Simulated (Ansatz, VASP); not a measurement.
# Two plane-wave programs on ZnS

```
Zn S
1.0
     0.00000    2.68074    2.76239
     2.68074    0.00000    2.76239
     2.68074    2.68074    0.00000
Zn S
1 1
Direct
  0.00000 0.00000 0.00000
  0.75000 0.75000 0.75000
```

Change from the starting cell: strain -0.015 along x and y, +0.015 along z, atoms carried along.

Alike in both runs: task single point; functional PBE; k mesh 8 × 8 × 8; occupations gaussian, width 0.05 eV; no spin polarisation.

|  | VASP | Ansatz |
| --- | --- | --- |
| version | VASP 6.6.1 | Ansatz 0.2.0 |
| potentials or method | VASP PAW PBE potentials, release 64 (Zn, S), cutoff 520 eV | scalar-relativistic, plane waves, PAW |
| valence electrons in the cell | 18 | 18 |

|  | VASP | Ansatz | Ansatz less VASP |
| --- | --- | --- | --- |
| gap on the k mesh at the Fermi level (eV) | 2.05 | 2.04 | -0.005 |
| least direct gap on the mesh (eV) | 2.05 | 2.04 | -0.005 |
| pressure (GPa) | 1.3 | 1.1 | -0.17 |
| traceless stress, the component that is largest in VASP (GPa) | -0.85 | -0.86 | -0.006 |
